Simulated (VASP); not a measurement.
Here is a VASP 6.6.1 calculation.

File INCAR:

```
SYSTEM = TaN
ALGO = Normal
EDIFF = 1E-6
ENCUT = 520
GGA = PE
ISIF = 2
ISMEAR = 0
LASPH = .True.
LCHARG = .False.
LREAL = Auto
LWAVE = .False.
NBANDS = 78
NELM = 60
PREC = Accurate
SIGMA = 0.1
```

Contents of KPOINTS:

```
k-points
0
Gamma
  5 5 5
  0 0 0
```

File POSCAR:

```
TaN
1.0
    0.0000000000      4.4172695543     -4.4172695543
    4.4172695543      4.4172695543      0.0000000000
    4.4172695543      0.0000000000     -4.4172695543
Ta N
8 8
Direct
    0.2500000000      0.7500000000      0.2500000000
    0.2500000000      0.2500000000      0.2500000000
    0.7500000000      0.7500000000      0.2500000000
    0.7500000000      0.2500000000      0.2500000000
    0.2500000000      0.7500000000      0.7500000000
    0.2500000000      0.2500000000      0.7500000000
    0.7500000000      0.7500000000      0.7500000000
    0.7500000000      0.2500000000      0.7500000000
    0.0000000000      0.0000000000      0.5000000000
    0.0000000000      0.5000000000      0.5000000000
    0.5000000000      0.0000000000      0.5000000000
    0.5000000000      0.5000000000      0.5000000000
    0.0000000000      0.0000000000      1.0000000000
    0.0000000000      0.5000000000      1.0000000000
    0.5000000000      0.0000000000      1.0000000000
    0.5000000000      0.5000000000      1.0000000000
```

Potentials or basis: VASP PAW PBE potentials, release 64 (Ta_pv, N).

Run with:

```sh
$ cat potpaw_PBE.64/Ta_pv/POTCAR potpaw_PBE.64/N/POTCAR > POTCAR
$ mpirun -np 1 vasp_std > vasp.out
```

Task: What does it give for the band gap on the k mesh?

Result: Zero (band 64 reaches 10.30 eV, above the bottom of band 65 at 8.47 eV).

Task: Estimate the pressure.

Result: 0.7 GPa.

Caveat: spin-orbit coupling is left out, which moves the levels of the heavy elements.
